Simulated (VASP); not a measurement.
A run of VASP 6.6.1 is set up as follows.

Contents of INCAR:

```
ALGO = Normal
EDIFF = 1E-6
ENCUT = 520
GGA = PE
ISIF = 2
ISMEAR = 0
LASPH = True
LCHARG = False
LREAL = False
LWAVE = False
NBANDS = 15
NELM = 80
PREC = Accurate
SIGMA = 0.1
```

KPOINTS

```
k-points
0
Gamma
  12 12 12
```

Contents of POSCAR:

```
Mg3BeS
1.0
    3.1331973015      1.8089523055      3.2396183424
   -3.1331973015      1.8089523055      3.2396183424
    0.0000000000     -3.6179046109      3.2396183424
Mg Be S
3 1 1
Direct
    0.4952702096      0.7606156892      0.0996713372
    0.0996713372      0.4952702096      0.7606156892
    0.7606156892      0.0996713372      0.4952702096
    0.6035052933      0.6035052933      0.6035052933
    0.0098374608      0.0098374608      0.0098374608
```

Potentials or basis: VASP PAW PBE potentials, release 64 (Mg, Be, S).

Command:

```sh
$ cat potpaw_PBE.64/Mg/POTCAR potpaw_PBE.64/Be/POTCAR potpaw_PBE.64/S/POTCAR > POTCAR
$ mpirun -np 1 vasp_std > vasp.out
```

(1) Predict the pressure.

(2) What does it give for the band gap on the k mesh?

Results:

(1) -0.1 GPa.

(2) zero (bands 7 and 8 overlap by 1.61 eV).
